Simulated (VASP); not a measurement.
# AlN (P6_3mc) in VASP: further runs

The runs below take AlN through single point, with r2SCAN.

Everything below comes from runs of VASP 6.6.1. Logs are shortened: lines on timing, memory, paths and dates and some standing lists are left out, and cuts for length are marked.

**1. The cell of the first run**

It takes space group P6_3mc (No. 186, hexagonal). Conventional cell: a = 3.047 Å, b = 3.047 Å, c = 4.859 Å, α = 90.00°, β = 90.00°, γ = 120.00°. Al (site symmetry 3m) has 4 N at 1.85 to 1.86 Å within 2.5 Å. N (site symmetry 3m) has 4 Al at 1.85 to 1.86 Å within 2.5 Å.

**2. Single point, r2SCAN**

Contents of POSCAR:

```
AlN
1.0
    3.0466551637      0.0000000000      0.0000000000
   -1.5233275819      2.6384807684      0.0000000000
    0.0000000000      0.0000000000      4.8585677269
Al N
2 2
Direct
    0.3333333333      0.6666666667     -0.0015112100
    0.6666666667      0.3333333333      0.4984887900
    0.3333333333      0.6666666667      0.3815112100
    0.6666666667      0.3333333333      0.8815112100
```

Contents of INCAR.step1:

```
SYSTEM = AlN
PREC = Accurate
ENCUT = 520
ISMEAR = 0
SIGMA = 0.01
LREAL = .FALSE.
LASPH = .TRUE.
NELM = 60
NBANDS = 16
GGA = PE
ALGO = Normal
EDIFF = 1E-4
LWAVE = .TRUE.
LCHARG = .FALSE.
```

Contents of INCAR.step2:

```
SYSTEM = AlN
PREC = Accurate
ENCUT = 520
EDIFF = 1E-6
ISMEAR = 0
SIGMA = 0.01
LREAL = .FALSE.
LASPH = .TRUE.
NELM = 60
ALGO = Normal
ISIF = 2
LWAVE = .FALSE.
LCHARG = .FALSE.
METAGGA = R2SCAN
LMIXTAU = .TRUE.
NBANDS = 16
ISTART = 1
```

Contents of KPOINTS:

```
Automatic mesh
0
G
  8 8 6
  0 0 0
```

Potentials or basis: VASP PAW PBE potentials, release 64 (Al, N).

The run is started by

```
$ cat potpaw_PBE.64/Al/POTCAR potpaw_PBE.64/N/POTCAR > POTCAR
$ cp INCAR.step1 INCAR
$ mpirun -np 1 vasp_std > vasp.out
$ cp INCAR.step2 INCAR
$ mpirun -np 1 vasp_std > vasp.out
```

OUTCAR:

```text
SYSTEM = AlN
   PREC = Accurate
   ENCUT = 520
   EDIFF = 1E-6
   ISMEAR = 0
   LREAL = .FALSE.
   LASPH = .TRUE.
   NELM = 60
   ISIF = 2
   METAGGA = R2SCAN
   ISTART = 1

 ion  position               nearest neighbor table
   1  0.333  0.667  0.998-   4 1.85   4 1.85   4 1.85   3 1.86   2 3.00   2 3.00   2 3.00   2 3.00
                             2 3.00   2 3.00
   2  0.667  0.333  0.498-   3 1.85   3 1.85   3 1.85   4 1.86   1 3.00   1 3.00   1 3.00   1 3.00
                             1 3.00   1 3.00
   3  0.333  0.667  0.382-   2 1.85   2 1.85   2 1.85   1 1.86
   4  0.667  0.333  0.882-   1 1.85   1 1.85   1 1.85   2 1.86

  LATTYP: Found a hexagonal cell.
 ALAT       =     3.0466551637
 C/A-ratio  =     1.5947219051

  Lattice vectors:

 A1 = (   3.0466551637,   0.0000000000,   0.0000000000)
 A2 = (  -1.5233275819,   2.6384807684,   0.0000000000)
 A3 = (   0.0000000000,   0.0000000000,   4.8585677269)

Analysis of symmetry for initial positions (statically):
=====================================================================
 Subroutine PRICEL returns:
 Original cell was already a primitive cell.

 Routine SETGRP: Setting up the symmetry group for a
 hexagonal supercell.

 Subroutine GETGRP returns: Found 12 space group operations
 (whereof  6 operations were pure point group operations)
 out of a pool of 24 trial point group operations.

The static configuration has the point symmetry C_3v.
 The point group associated with its full space group is C_6v.

Analysis of symmetry for dynamics (positions and initial velocities):
=====================================================================
 Subroutine PRICEL returns:
 Original cell was already a primitive cell.

 Routine SETGRP: Setting up the symmetry group for a
 hexagonal supercell.

 Subroutine GETGRP returns: Found 12 space group operations
 (whereof  6 operations were pure point group operations)
 out of a pool of 24 trial point group operations.

The dynamic configuration has the point symmetry C_3v.
 The point group associated with its full space group is C_6v.

 Subroutine INISYM returns: Found 12 space group operations
 (whereof  6 operations are pure point group operations),
 and found     1 'primitive' translations

----------------------------------------------------------------------------------------

                                     Primitive cell

  volume of cell :      39.0558

  direct lattice vectors                    reciprocal lattice vectors
     3.046655164  0.000000000  0.000000000     0.328228810  0.189502992  0.000000000
    -1.523327582  2.638480768  0.000000000     0.000000000  0.379005984  0.000000000
     0.000000000  0.000000000  4.858567727     0.000000000  0.000000000  0.205821974

  length of vectors
     3.046655164  3.046655164  4.858567727     0.379005984  0.379005984  0.205821974

  position of ions in fractional coordinates (direct lattice)
     0.333333333  0.666666667  0.998488790
     0.666666667  0.333333333  0.498488790
     0.333333333  0.666666667  0.381511210
     0.666666667  0.333333333  0.881511210

  ion indices of the primitive-cell ions
   primitive index   ion index
                 1           1
                 2           2
                 3           3
                 4           4

----------------------------------------------------------------------------------------

 KPOINTS: Automatic mesh

Automatic generation of k-mesh.
 Grid dimensions read from file:
 generate k-points for:    8    8    6

 Generating k-lattice:

  Cartesian coordinates                     Fractional coordinates (reciprocal lattice)
     0.041028601  0.023687874  0.000000000     0.125000000 -0.000000000  0.000000000
     0.000000000  0.047375748  0.000000000     0.000000000  0.125000000  0.000000000
     0.000000000  0.000000000  0.034303662     0.000000000  0.000000000  0.166666667

  Length of vectors
     0.047375748  0.047375748  0.034303662

  Shift w.r.t. Gamma in fractional coordinates (k-lattice)
     0.000000000  0.000000000  0.000000000

 Subroutine IBZKPT returns following result:
 ===========================================

 Found     40 irreducible k-points:

 Following reciprocal coordinates:
            Coordinates               Weight
  0.000000  0.000000  0.000000      1.000000
  0.125000  0.000000  0.000000      6.000000
  0.250000  0.000000  0.000000      6.000000
  0.375000 -0.000000  0.000000      6.000000
  0.500000  0.000000  0.000000      3.000000
  0.125000  0.125000  0.000000      6.000000
[... 16 lines left out ...]
  0.250000  0.000000  0.333333     12.000000
  0.375000 -0.000000  0.333333     12.000000
 [... further k-points ...]
   k-points           NKPTS =     40   k-points in BZ     NKDIM =     40   number of bands    NBANDS=     16
   number of dos      NEDOS =    301   number of ions     NIONS =      4
   total plane-waves  NPLWV =  20736
   dimension x,y,z NGX =    24 NGY =   24 NGZ =   36
   dimension x,y,z NGXF=    48 NGYF=   48 NGZF=   72
   ions per type =               2   2
   NGX,Y,Z   is equivalent  to a cutoff of  13.10, 13.10, 12.32 a.u.
   NGXF,Y,Z  is equivalent  to a cutoff of  26.19, 26.19, 24.64 a.u.
 SYSTEM =  AlN
   PREC   = accura    normal or accurate (medium, high low for compatibility)
   ISTART =      1    job   : 0-new  1-cont  2-samecut
   ICHARG =      0    charge: 1-file 2-atom 10-const
   ISPIN  =      1    spin polarized calculation?
   LNONCOLLINEAR =      F non collinear calculations
   LSORBIT =      F    spin-orbit coupling
   LASPH  =      T    aspherical Exc in radial PAW
   ENCUT  =  520.0 eV  38.22 Ry    6.18 a.u.   5.66  5.66  9.03*2*pi/ulx,y,z
   NELM   =     60;   NELMIN=  2; NELMDL=  0     # of ELM steps
   EDIFF  = 0.1E-05   stopping-criterion for ELM
   LREAL  =      F    real-space projection
   EDIFFG = 0.1E-04   stopping-criterion for IOM
   NSW    =      0    number of steps for IOM
   IBRION =     -1    ionic relax: 0-MD 1-quasi-New 2-CG
   NFREE  =      0    steps in history (QN), initial steepest desc. (CG)
   ISIF   =      2    stress and relaxation
   ISYM   =      2    0-nonsym 1-usesym 2-fastsym
   POTIM  = 0.5000    time-step for ionic-motion
   TEBEG  =    0.0;   TEEND  =   0.0 temperature during run
   PSTRESS=    0.0 pullay stress
   NELECT =      16.0000    total number of electrons
   NUPDOWN=      -1.0000    fix difference up-down
   EMIN   =  10.00;   EMAX   =-10.00  energy-range for DOS
   EFERMI =   0.00;   METHOD = LEGACY
   ISMEAR =     0;   SIGMA  =   0.01  broadening in eV -4-tet -1-fermi 0-gaus
   EFERMI_NEDOS =   21; number of points for ismear=-14 and -15
   IALGO  =     38    algorithm
   IMIX   =      4    mixing-type and parameters
     AMIX     =   0.40;   BMIX     =  1.00
     AMIX_MAG =   1.60;   BMIX_MAG =  1.00
  volume/ion in A,a.u.               =       9.76        65.89
  Fermi-wavevector in a.u.,A,eV,Ry     =   1.215868  2.297657 20.113959  1.478334
  Thomas-Fermi vector in A             =   2.351241
   LORBIT       =      0    0 simple, 1 ext, 2 COOP (PROOUT), +10 PAW based schemes
   METAGGA = R2SCAN    functional components
   LHFCALC =     F    Hartree Fock is set to
   AEXX    =    0.0000 exact exchange contribution
   IVDW    =     0    specifies the selected vdW correction
   LEPSILON=     F    determine dielectric tensor
   LRPA    =     F    only Hartree local field effects (RPA)
 non-spin polarized calculation
 Gauss-broadening in eV      SIGMA  =   0.01
  energy-cutoff  :      520.00
  volume of cell :       39.06
 maximum number of plane-waves:      1087
 NGX is ok and might be reduce to    24
   NGX = 11   NGY = 11   NGZ = 19

 number of electron      16.0000000 magnetization

 Free energy of the ion-electron system (eV)
  ---------------------------------------------------
  ext. energy  EPLUGINS =         0.00000000
  ---------------------------------------------------
  free energy    TOTEN  =       -38.34513062 eV

  energy without entropy =      -38.34513062  energy(sigma->0) =      -38.34513062

 E-fermi :   6.7211     XC(G=0): -11.7092

 val. band max:        6.5814404169   @ k =   0.0000   0.0000   0.0000
 cond. band min:      12.0653462656   @ k =   0.0000   0.0000   0.0000
 fundamental gap:      5.4839058487
 Fermi energy:         6.7210763124

 k-point     1 :       0.0000    0.0000    0.0000
  band No.  band energies     occupation
      1      -9.8364      2.00000
      2      -7.4903      2.00000
      3       0.1930      2.00000
      4       5.5945      2.00000
      5       5.5945      2.00000
      6       6.2832      2.00000
[... 8 lines left out ...]
     15      21.2696      0.00000
     16      21.3795      0.00000

 k-point     2 :       0.1250    0.0000    0.0000
  band No.  band energies     occupation
      1      -9.6226      2.00000
      2      -7.3727      2.00000
      3       0.4451      2.00000
      4       4.7024      2.00000
      5       5.3339      2.00000
      6       5.4762      2.00000
[... 8 lines left out ...]
     15      20.8641      0.00000
     16      21.0470      0.00000

 k-point     3 :       0.2500    0.0000    0.0000
  band No.  band energies     occupation
      1      -9.0270      2.00000
      2      -7.0970      2.00000
      3       1.1685      2.00000
      4       2.8982      2.00000
      5       3.9907      2.00000
      6       4.8392      2.00000
[... 8 lines left out ...]
     15      20.4287      0.00000
     16      21.3362      0.00000

 k-point     4 :       0.3750   -0.0000    0.0000
  band No.  band energies     occupation
      1      -8.2227      2.00000
      2      -6.9036      2.00000
      3       1.3654      2.00000
      4       2.2299      2.00000
      5       2.7038      2.00000
      6       4.4371      2.00000
[... 8 lines left out ...]
     15      20.5295      0.00000
     16      23.2592      0.00000

 k-point     5 :       0.5000    0.0000    0.0000
  band No.  band energies     occupation
      1      -7.7131      2.00000
      2      -6.9538      2.00000
      3       0.7814      2.00000
      4       2.1775      2.00000
      5       3.0060      2.00000
      6       4.2875      2.00000
[... 8 lines left out ...]
     15      20.9181      0.00000
     16      23.7402      0.00000

 k-point     6 :       0.1250    0.1250    0.0000
  band No.  band energies     occupation
      1      -9.2170      2.00000
      2      -7.1745      2.00000
      3       0.9338      2.00000
      4       3.7405      2.00000
      5       3.9164      2.00000
      6       5.2319      2.00000
[... 8 lines left out ...]
     15      20.8428      0.00000
     16      21.2183      0.00000
[... 267 lines left out ...]
 k-point    21 :       0.0000    0.0000    0.3333
  band No.  band energies     occupation
      1      -9.3827      2.00000
      2      -8.2549      2.00000
      3       1.6546      2.00000
      4       4.6303      2.00000
      5       5.7592      2.00000
      6       5.7592      2.00000
[... 8 lines left out ...]
     15      19.9757      0.00000
     16      19.9757      0.00000

 k-point    22 :       0.1250    0.0000    0.3333
  band No.  band energies     occupation
      1      -9.1815      2.00000
      2      -8.0955      2.00000
      3       1.7581      2.00000
      4       4.2389      2.00000
      5       5.0652      2.00000
      6       5.5455      2.00000
[... 8 lines left out ...]
     15      20.4077      0.00000
     16      20.4410      0.00000

 k-point    23 :       0.2500    0.0000    0.3333
  band No.  band energies     occupation
      1      -8.6291      2.00000
      2      -7.6848      2.00000
      3       1.7470      2.00000
      4       2.9420      2.00000
      5       4.0109      2.00000
      6       5.1144      2.00000
[... 8 lines left out ...]
     15      20.5318      0.00000
     16      21.3516      0.00000

 k-point    24 :       0.3750   -0.0000    0.3333
  band No.  band energies     occupation
      1      -7.9161      2.00000
      2      -7.2557      2.00000
      3       0.9552      2.00000
      4       1.6544      2.00000
      5       3.9955      2.00000
      6       4.7492      2.00000
[... 8 lines left out ...]
     15      20.6986      0.00000
     16      22.4311      0.00000

 [... further k-points ...]

------------------------ aborting loop because EDIFF is reached ----------------------------------------

  FORCE on cell =-STRESS in cart. coord.  units (eV):
  Direction    XX          YY          ZZ          XY          YZ          ZX
  --------------------------------------------------------------------------------------
  -------------------------------------------------------------------------------------
  Total        3.5791019      3.5791019      3.5844665     -0.0000000      0.0000000      0.0000000
  in kB      146.8247107    146.8247107    147.0447817     -0.0000000      0.0000000      0.0000000
  external PRESSURE =     146.8980677 kB  Pullay stress =       0.0000000 kB

 VOLUME and BASIS-vectors are now :
 -----------------------------------------------------------------------------
  energy-cutoff  :      520.00
  volume of cell :       39.06
      direct lattice vectors                 reciprocal lattice vectors
     3.046655164  0.000000000  0.000000000     0.328228810  0.189502992  0.000000000
    -1.523327582  2.638480768  0.000000000     0.000000000  0.379005984  0.000000000
     0.000000000  0.000000000  4.858567727     0.000000000  0.000000000  0.205821974

 POSITION                                       TOTAL-FORCE (eV/Angst)
 -----------------------------------------------------------------------------------
     -0.00000      1.75899      4.85123        -0.000000      0.000000     -0.002081
      1.52333      0.87949      2.42194         0.000000     -0.000000     -0.002081
     -0.00000      1.75899      1.85360         0.000000      0.000000      0.002081
      1.52333      0.87949      4.28288         0.000000     -0.000000      0.002081
 -----------------------------------------------------------------------------------
    total drift:                               -0.000000      0.000000     -0.029300

  FREE ENERGIE OF THE ION-ELECTRON SYSTEM (eV)
  ---------------------------------------------------
  free  energy   TOTEN  =       -38.3451306243 eV

  energy  without entropy=      -38.3451306243  energy(sigma->0) =      -38.34513062
```

Wall time 35 s (1 thread of Intel Xeon 6975P-C (Granite Rapids), shared host); peak memory 0.16 GiB.

Results:

| Item | Value |
| --- | --- |
| Free energy | -38.3451 eV |
| Pressure | 14.7 GPa |
| Band gap on the k mesh | 5.48 eV, direct |

Forces in eV/Å, atoms in the order of the input:
```
Al   0.000  0.000 -0.002
Al   0.000  0.000 -0.002
N    0.000  0.000  0.002
N    0.000  0.000  0.002
```

Caveat: the PAW data sets were made with another functional, which shifts forces and pressure a little.

(Continued in part 2 of 2.)
